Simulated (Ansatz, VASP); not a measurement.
## One calculation of CdTe, two programs

The input INCAR:

```
SYSTEM = CdTe
ALGO = Normal
EDIFF = 1E-6
EDIFFG = -0.02
ENCUT = 520
GGA = PE
IBRION = 2
ISIF = 2
ISMEAR = -1
LASPH = .TRUE.
LCHARG = .FALSE.
LREAL = .FALSE.
LWAVE = .FALSE.
NELM = 60
NSW = 80
PREC = Accurate
SIGMA = 0.02
```

File KPOINTS:

```
k-points
0
G
  12 12 12
  0 0 0
```

The input POSCAR:

```
CdTe
1.0
    0.0000000000      3.1400000000      3.2028000000
    3.1400000000      0.0000000000      3.2028000000
    3.1400000000      3.1400000000      0.0000000000
Cd Te
1 1
Direct
    0.0000000000      0.0000000000      0.0000000000
    0.2500000000      0.2500000000      0.2500000000
```

Input for Ansatz:

```yaml
crystal:
  lattice:
    - [0.0, 3.14, 3.2028]
    - [3.14, 0.0, 3.2028]
    - [3.14, 3.14, 0.0]
  atoms:
    - { symbol: Cd, position: [0.0, 0.0, 0.0] }
    - { symbol: Te, position: [0.25, 0.25, 0.25] }
kpoints:
  mp_grid: { grid: [12, 12, 12] }
scf:
  occupations: { method: fermi_dirac, width: 0.02 }
hamiltonian:
  xc: pbe
  pseudopotentials: { kind: paw }
output:
  forces: true
  stress: true
  populations: true
  efg: { contact_densities: true }
relax:
  f_tol: 0.02
  max_steps: 60
```

Change from the starting cell: z stretched by +2 %, ions relaxed.

Alike in both runs: task relaxation of the atoms; functional PBE; k mesh 12 × 12 × 12; occupations fermi-dirac, width 0.02 eV; no spin polarisation.

|  | VASP | Ansatz |
| --- | --- | --- |
| version | VASP 6.6.1 | Ansatz 0.2.0 |
| potentials or method | VASP PAW PBE potentials, release 64 (Cd, Te) | plane-wave PAW, scalar-relativistic |
| plane-wave cutoff (eV) | 520 | 420 |
| valence electrons in the cell | 18 | 36 |

|  | VASP | Ansatz | Ansatz less VASP |
| --- | --- | --- | --- |
| gap on the k mesh at the Fermi level, each at its own relaxed structure (eV) | 0.98 | 0.98 | -0.002 |

VASP's potentials hold 18 valence electrons a cell and Ansatz's 36, so a difference there can come from the potentials and not from the codes. Ansatz's warnings: stress scf threshold loose.

Neither program's run includes spin-orbit coupling. Noted on VASP's run: the relaxation stopped at its first step, so nothing moved.
